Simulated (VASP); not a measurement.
A run of VASP 6.6.1 is set up as follows.

INCAR

```
SYSTEM = Si4C
PREC     = Accurate       ! precision mode
ENCUT    = 520            ! plane-wave cutoff, eV
EDIFF    = 1E-6           ! SCF threshold, eV
ISMEAR   = 0              ! smearing method
SIGMA    = 0.1            ! smearing width, eV
LREAL    = .FALSE.        ! projectors in reciprocal space
LASPH    = .TRUE.         ! aspherical terms in the spheres
NELM     = 60             ! most SCF steps
ALGO     = Normal         ! electronic algorithm
ISIF     = 2              ! what is computed and relaxed
LWAVE    = .FALSE.        ! write WAVECAR
LCHARG   = .FALSE.        ! write CHGCAR
GGA      = PE             ! functional
NBANDS   = 18             ! bands
```

Contents of KPOINTS:

```
regular mesh
0
G
  6 6 6
  0 0 0
```

The input POSCAR:

```
Si4C
1.0
   -3.2471392727      3.2471392727      1.4737911872
    3.2471392727     -3.2471392727      1.4737911872
    3.2471392727      3.2471392727     -1.4737911872
Si C
4 1
Direct
    0.7677520530      0.4999899264      0.2677419794
    0.2322479470      0.5000100736      0.7322580206
    0.5000100736      0.7677520530      0.2677621266
    0.4999899264      0.2322479470      0.7322378734
    0.0000000000      0.0000000000      0.0000000000
```

Potentials or basis: VASP PAW PBE potentials, release 64 (Si, C).

Run with:

```bash
$ cat potpaw_PBE.64/Si/POTCAR potpaw_PBE.64/C/POTCAR > POTCAR
$ mpirun -np 1 vasp_std > vasp.out
```

Q: Predict the largest force.

A: 0.018 eV/Å.

Q: Predict the pressure.

A: 0.0 GPa.

Forces in eV/Å, atoms in the order of the input:
```
Si   0.000  0.018  0.000
Si   0.000 -0.018  0.000
Si   0.018  0.000  0.000
Si  -0.018  0.000  0.000
C    0.000  0.000  0.000
```

Caveat: the k points lie up to 0.39 Å⁻¹ apart, too coarse for converged energies and pressures of a metal.
